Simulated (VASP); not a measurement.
Here is a VASP 6.6.1 calculation.

POSCAR

```
AlAs
1.0
    0.0000000000      2.8577675718      2.8577675718
    2.8577675718      0.0000000000      2.8577675718
    2.8577675718      2.8577675718      0.0000000000
Al As
1 1
Direct
    0.0000000000      0.0000000000      0.0000000000
    0.7500000000      0.7500000000      0.7500000000
```

INCAR.step1

```
SYSTEM = AlAs
PREC = Accurate
ENCUT = 550
ISMEAR = 0
SIGMA = 0.05
LREAL = .FALSE.
LASPH = .TRUE.
NELM = 120
NBANDS = 11
GGA = PE
ALGO = Normal
EDIFF = 1E-5
LWAVE = .TRUE.
LCHARG = .FALSE.
GGA_COMPAT = .FALSE.
```

The input INCAR.step2:

```
SYSTEM = AlAs
PREC = Accurate
ENCUT = 550
EDIFF = 1E-6
ISMEAR = 0
SIGMA = 0.05
LREAL = .FALSE.
LASPH = .TRUE.
NELM = 120
ALGO = Normal
ISIF = 2
LWAVE = .FALSE.
LCHARG = .TRUE.
METAGGA = R2SCAN
LMIXTAU = .TRUE.
LELF = .TRUE.
LVHAR = .TRUE.
NBANDS = 11
ISTART = 1
GGA_COMPAT = .FALSE.
```

KPOINTS

```
Automatic mesh
0
G
  8 8 8
  0 0 0
```

Potentials or basis: VASP PAW PBE potentials, release 64 (Al, As).

Command:

```console
$ cat potpaw_PBE.64/Al/POTCAR potpaw_PBE.64/As/POTCAR > POTCAR
$ cp INCAR.step1 INCAR
$ mpirun -np 1 vasp_std > vasp.out
$ cp INCAR.step2 INCAR
$ mpirun -np 1 vasp_std > vasp.out
```

Problem. Predict the band gap on the k mesh.

Solution. 1.83 eV (least direct gap 2.46 eV).

Problem. What does it give for the pressure?

Solution. -1.5 GPa.

Caveat: the PAW data sets were made with another functional, which shifts forces and pressure a little. A k mesh can miss the band edges.
